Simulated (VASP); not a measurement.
# ZrB2 (P6/mmm) in VASP: notebook, part 2 of 2

VASP 6.6.1. Earlier steps stand in the parts before.

## Step 3: Single point, PBEsol

This run uses another cell than the first one, of 10.45 Å³/atom.

Contents of INCAR:

```
SYSTEM = ZrB2
  PREC = Accurate
  ENCUT = 520
  EDIFF = 1E-7
  ISMEAR = 0
  SIGMA = 0.15
  LREAL = .FALSE.
  LASPH = .TRUE.
  NELM = 60
  ALGO = Normal
  ISIF = 2
  LWAVE = .FALSE.
  LCHARG = .FALSE.
  GGA = PS
  NBANDS = 16
```

Contents of KPOINTS:

```
regular mesh
0
G
  15 15 12
  0 0 0
```

Contents of POSCAR:

```
ZrB2
1.0
    3.1864000000      0.0000000000      0.0000000000
   -1.5932000000      2.7595033466      0.0000000000
    0.0000000000      0.0000000000      3.5652000000
Zr B
1 2
Direct
    0.0000000000      0.0000000000      0.0000000000
    0.3333333333      0.6666666667      0.5000000000
    0.6666666667      0.3333333333      0.5000000000
```

Potentials or basis: VASP PAW PBE potentials, release 64 (Zr_sv, B).

Command:

```console
cat potpaw_PBE.64/Zr_sv/POTCAR potpaw_PBE.64/B/POTCAR > POTCAR
mpirun -np 1 vasp_std > vasp.out
```

OUTCAR:

```text
SYSTEM = ZrB2
   PREC = Accurate
   ENCUT = 520
   EDIFF = 1E-7
   ISMEAR = 0
   LREAL = .FALSE.
   LASPH = .TRUE.
   NELM = 60
   ISIF = 2
   GGA = PS

 ion  position               nearest neighbor table
   1  0.000  0.000  0.000-   2 2.56   3 2.56   2 2.56   3 2.56   2 2.56   2 2.56   3 2.56   3 2.56
                             3 2.56   3 2.56   2 2.56   2 2.56
   2  0.333  0.667  0.500-   3 1.84   3 1.84   3 1.84   1 2.56   1 2.56   1 2.56   1 2.56   1 2.56
                             1 2.56
   3  0.667  0.333  0.500-   2 1.84   2 1.84   2 1.84   1 2.56   1 2.56   1 2.56   1 2.56   1 2.56
                             1 2.56

  LATTYP: Found a hexagonal cell.
 ALAT       =     3.1864000000
 C/A-ratio  =     1.1188802410

  Lattice vectors:

 A1 = (   3.1864000000,   0.0000000000,   0.0000000000)
 A2 = (  -1.5932000000,   2.7595033466,   0.0000000000)
 A3 = (   0.0000000000,   0.0000000000,   3.5652000000)

Analysis of symmetry for initial positions (statically):
=====================================================================
 Subroutine PRICEL returns:
 Original cell was already a primitive cell.

 Routine SETGRP: Setting up the symmetry group for a
 hexagonal supercell.

 Subroutine GETGRP returns: Found 24 space group operations
 (whereof 24 operations were pure point group operations)
 out of a pool of 24 trial point group operations.

The static configuration has the point symmetry D_6h.

Analysis of symmetry for dynamics (positions and initial velocities):
=====================================================================
 Subroutine PRICEL returns:
 Original cell was already a primitive cell.

 Routine SETGRP: Setting up the symmetry group for a
 hexagonal supercell.

 Subroutine GETGRP returns: Found 24 space group operations
 (whereof 24 operations were pure point group operations)
 out of a pool of 24 trial point group operations.

The dynamic configuration has the point symmetry D_6h.

 Subroutine INISYM returns: Found 24 space group operations
 (whereof 24 operations are pure point group operations),
 and found     1 'primitive' translations

[... 121 lines left out ...]
   GGA     = PS    functional components
   LHFCALC =     F    Hartree Fock is set to
   AEXX    =    0.0000 exact exchange contribution
   IVDW    =     0    specifies the selected vdW correction
   LEPSILON=     F    determine dielectric tensor
   LRPA    =     F    only Hartree local field effects (RPA)
 non-spin polarized calculation
 Gauss-broadening in eV      SIGMA  =   0.15
  energy-cutoff  :      520.00
  volume of cell :       31.35
 maximum number of plane-waves:       864
 NGX is ok and might be reduce to    24
   NGX = 11   NGY = 11   NGZ = 13

 number of electron      18.0000000 magnetization

 Free energy of the ion-electron system (eV)
  ---------------------------------------------------
  ext. energy  EPLUGINS =         0.00000000
  ---------------------------------------------------
  free energy    TOTEN  =       -26.37575885 eV

  energy without entropy =      -26.37313778  energy(sigma->0) =      -26.37444832

 E-fermi :  10.1957     XC(G=0): -12.4470

 val. band max:       10.1923395808   @ k =   0.4000   0.1333   0.0000
 cond. band min:      10.2140646558   @ k =   0.1333   0.1333   0.2500
 fundamental gap:      0.0217250750
 Fermi energy:        10.1956945066

 k-point     1 :       0.0000    0.0000    0.0000
  band No.  band energies     occupation
      1     -38.3602      2.00000
      2     -16.5780      2.00000
      3     -16.0323      2.00000
      4     -16.0323      2.00000
      5      -2.3985      2.00000
      6       7.6248      2.00000
[... 433 lines left out ...]
      3     -16.4410      2.00000
      4     -16.3991      2.00000
      5       1.9561      2.00000
      6       2.0345      2.00000
[... 8 lines left out ...]
     15      19.4327      0.00000
     16      19.6482      0.00000

 [... further k-points ...]

------------------------ aborting loop because EDIFF is reached ----------------------------------------

  FORCE on cell =-STRESS in cart. coord.  units (eV):
  Direction    XX          YY          ZZ          XY          YZ          ZX
  --------------------------------------------------------------------------------------
  -------------------------------------------------------------------------------------
  Total       -1.4990462     -1.4990462     -1.7681873      0.0000000      0.0000000      0.0000000
  in kB      -76.6144114    -76.6144114    -90.3698869      0.0000000      0.0000000      0.0000000
  external PRESSURE =     -81.1995699 kB  Pullay stress =       0.0000000 kB

 VOLUME and BASIS-vectors are now :
 -----------------------------------------------------------------------------
  energy-cutoff  :      520.00
  volume of cell :       31.35
      direct lattice vectors                 reciprocal lattice vectors
     3.186400000  0.000000000  0.000000000     0.313833794  0.181192025  0.000000000
    -1.593200000  2.759503347  0.000000000     0.000000000  0.362384050  0.000000000
     0.000000000  0.000000000  3.565200000     0.000000000  0.000000000  0.280489173

 POSITION                                       TOTAL-FORCE (eV/Angst)
 -----------------------------------------------------------------------------------
      0.00000      0.00000      0.00000         0.000000      0.000000      0.000000
     -0.00000      1.83967      1.78260        -0.000000     -0.000000      0.000000
      1.59320      0.91983      1.78260         0.000000     -0.000000      0.000000
 -----------------------------------------------------------------------------------
    total drift:                               -0.000000      0.000000     -0.000000

  FREE ENERGIE OF THE ION-ELECTRON SYSTEM (eV)
  ---------------------------------------------------
  free  energy   TOTEN  =       -26.3757588516 eV

  energy  without entropy=      -26.3731377848  energy(sigma->0) =      -26.37444832
```

Wall time 28 s (1 thread of Intel Xeon 6975P-C (Granite Rapids), shared host); peak memory 0.21 GiB.

What came out:

```
Free energy            : -26.3758 eV
Pressure               : -8.1 GPa
Band gap on the k mesh : zero (bands 9 and 10 overlap by 1.00 eV)
```

Caveat: the cell stands under tension; the PAW data sets were made with another functional, which shifts forces and pressure a little.

## Step 4: Single point, PBEsol

This run uses another cell than the first one, of 10.41 Å³/atom.

Contents of INCAR:

```
SYSTEM = ZrB2
ALGO     = Normal         ! electronic algorithm
EDIFF    = 1E-6           ! SCF threshold, eV
ENCUT    = 520            ! plane-wave cutoff, eV
GGA      = PS             ! functional
ISIF     = 2              ! what is computed and relaxed
ISMEAR   = 0              ! smearing method
LASPH    = .True.         ! aspherical terms in the spheres
LCHARG   = .False.        ! write CHGCAR
LREAL    = .False.        ! projectors in reciprocal space
LWAVE    = .False.        ! write WAVECAR
NBANDS   = 16             ! bands
NELM     = 100            ! most SCF steps
PREC     = Accurate       ! precision mode
SIGMA    = 0.15           ! smearing width, eV
```

Contents of KPOINTS:

```
k-points
0
Gamma
  15 15 12
  0 0 0
```

Contents of POSCAR:

```
ZrB2
1.0
    3.1548382285      0.0000000000      0.0000000000
   -1.5774191143      2.7321700507      0.0000000000
    0.0000000000      0.0000000000      3.6236000000
Zr B
1 2
Direct
    0.0000000000      0.0000000000      0.0000000000
    0.3333333333      0.6666666667      0.5000000000
    0.6666666667      0.3333333333      0.5000000000
```

Potentials or basis: VASP PAW PBE potentials, release 64 (Zr_sv, B).

Command:

```console
cat potpaw_PBE.64/Zr_sv/POTCAR potpaw_PBE.64/B/POTCAR > POTCAR
mpirun -np 1 vasp_std > vasp.out
```

OUTCAR:

```text
SYSTEM = ZrB2
   EDIFF = 1E-6
   ENCUT = 520
   GGA = PS
   ISIF = 2
   ISMEAR = 0
   LASPH = .True.
   LREAL = .False.
   NELM = 100
   PREC = Accurate

 ion  position               nearest neighbor table
   1  0.000  0.000  0.000-   2 2.57   3 2.57   2 2.57   3 2.57   3 2.57   3 2.57   2 2.57   2 2.57
                             3 2.57   3 2.57   2 2.57   2 2.57
   2  0.333  0.667  0.500-   3 1.82   3 1.82   3 1.82   1 2.57   1 2.57   1 2.57   1 2.57   1 2.57
                             1 2.57
   3  0.667  0.333  0.500-   2 1.82   2 1.82   2 1.82   1 2.57   1 2.57   1 2.57   1 2.57   1 2.57
                             1 2.57

[... 656 lines left out ...]
  --------------------------------------------------------------------------------------
  -------------------------------------------------------------------------------------
  Total       -0.6775802     -0.6775802     -2.6461745      0.0000000     -0.0000000      0.0000000
  in kB      -34.7573162    -34.7573162   -135.7387960      0.0000000     -0.0000000      0.0000000
  external PRESSURE =     -68.4178095 kB  Pullay stress =       0.0000000 kB

 VOLUME and BASIS-vectors are now :
 -----------------------------------------------------------------------------
  energy-cutoff  :      520.00
  volume of cell :       31.23
      direct lattice vectors                 reciprocal lattice vectors
     3.154838229  0.000000000  0.000000000     0.316973463  0.183004714  0.000000000
    -1.577419114  2.732170051  0.000000000     0.000000000  0.366009429  0.000000000
     0.000000000  0.000000000  3.623600000     0.000000000  0.000000000  0.275968650

 POSITION                                       TOTAL-FORCE (eV/Angst)
 -----------------------------------------------------------------------------------
      0.00000      0.00000      0.00000         0.000000     -0.000000      0.000000
     -0.00000      1.82145      1.81180        -0.000000      0.000000     -0.000000
      1.57742      0.91072      1.81180         0.000000     -0.000000      0.000000
 -----------------------------------------------------------------------------------
    total drift:                               -0.000000      0.000000     -0.000000

  FREE ENERGIE OF THE ION-ELECTRON SYSTEM (eV)
  ---------------------------------------------------
  free  energy   TOTEN  =       -26.3615740218 eV

  energy  without entropy=      -26.3591765694  energy(sigma->0) =      -26.36037530
```

stdout:

```text
POSCAR found type information on POSCAR ZrB
 POSCAR found :  2 types and       3 ions
 scaLAPACK will be used
 -----------------------------------------------------------------------------
|                                                                             |
|                                                                             |
|     You enforced a specific xc type in the INCAR file but a different       |
|     I HOPE YOU KNOW WHAT YOU ARE DOING!                                     |
|                                                                             |
 -----------------------------------------------------------------------------

 LDA part: xc-table for (Slater+PW92), standard interpolation
 POSCAR, INCAR and KPOINTS ok, starting setup
 FFT: planning ... GRIDC
 FFT: planning ... GRID_SOFT
 FFT: planning ... GRID
 WAVECAR not read
 entering main loop
```

It took 26 s on 1 thread of Intel Xeon 6975P-C (Granite Rapids), shared host; peak memory 0.21 GiB.

What came out:

| Quantity | Value |
| --- | --- |
| Free energy | -26.3616 eV |
| Pressure | -6.8 GPa |
| Band gap on the k mesh | zero (bands 9 and 10 overlap by 0.94 eV) |

Stress tensor (GPa, compression positive):
```
 -3.48   0.00   0.00
  0.00  -3.48   0.00
  0.00   0.00 -13.57
```

Caveat: the cell stands under tension; the PAW data sets were made with another functional, which shifts forces and pressure a little.

## Step 5: The runs side by side

```csv
cell,gap on the mesh (eV),pressure (GPa)
"a = 3.218, b = 3.218, c = 3.448 Å, angles 90.0, 90.0, 120.0°, 3 atoms",none,-5.5
"a = 3.186, b = 3.186, c = 3.565 Å, angles 90.0, 90.0, 120.0°, 3 atoms",none,-8.1
"a = 3.155, b = 3.155, c = 3.624 Å, angles 90.0, 90.0, 120.0°, 3 atoms",none,-6.8
```

Alike in all rows: task single point; level PBEsol; potentials or basis VASP PAW PBE potentials, release 64 (Zr_sv, B); no spin polarisation; k mesh 15 × 15 × 12; cutoff (eV) 520; smearing gaussian 0.15 eV.

Caveats: the cell stands under tension; the PAW data sets were made with another functional, which shifts forces and pressure a little.

Total energies depend on the potentials used, so only differences within one code and one set of settings carry meaning.
